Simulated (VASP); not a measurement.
**MgO: single point with r2SCAN**

The system is MgO.

```
Mg O
1.0
     2.62335    0.00000    0.00000
     0.00000    2.62335    0.00000
     0.00000    0.00000    2.62335
Mg O
1 1
Direct
  0.00000 0.00000 0.00000
  0.50000 0.50000 0.50000
```

- Program: VASP 6.6.1
- Task: single point
- Functional: r2SCAN
- Potentials or basis: VASP PAW PBE potentials, release 64 (Mg_sv, O)
- Cutoff: 920 eV
- k mesh: 6 × 6 × 6
- Occupations: methfessel-paxton, width 0.2 eV
- Spin: no spin polarisation
- Dipole correction: no
- Further INCAR settings: ALGO = Normal; EDIFF = 1e-06; NBANDS = 15

The pressure is 0.6 GPa and the band gap on the k mesh is 3.52 eV (least direct gap 4.57 eV).

Levels at points of the mesh, in eV from the valence-band top:
```tsv
k point	band 6	band 7	band 8	band 9	band 10	band 11
(0.00, 0.00, 0.00)	-1.05	-1.05	-1.05	3.52	11.49	11.49
(0.50, 0.00, 0.00)	-6.59	-0.59	-0.59	8.07	10.71	15.85
(0.50, 0.50, 0.00)	-4.83	-4.83	0.00	5.95	13.54	13.54
(0.50, 0.50, 0.50)	-3.79	-3.79	-3.79	8.48	8.48	8.48
```

Run time: 22 s on 1 thread of Intel(R) Xeon(R) 6975P-C (Granite Rapids), with other jobs on the host, peak memory 0.16 GiB.

Caveat: the structure was generated, so it needn't be the stable form of MgO; the PAW data sets were made with another functional, which shifts forces and pressure a little. A k mesh can miss the band edges.
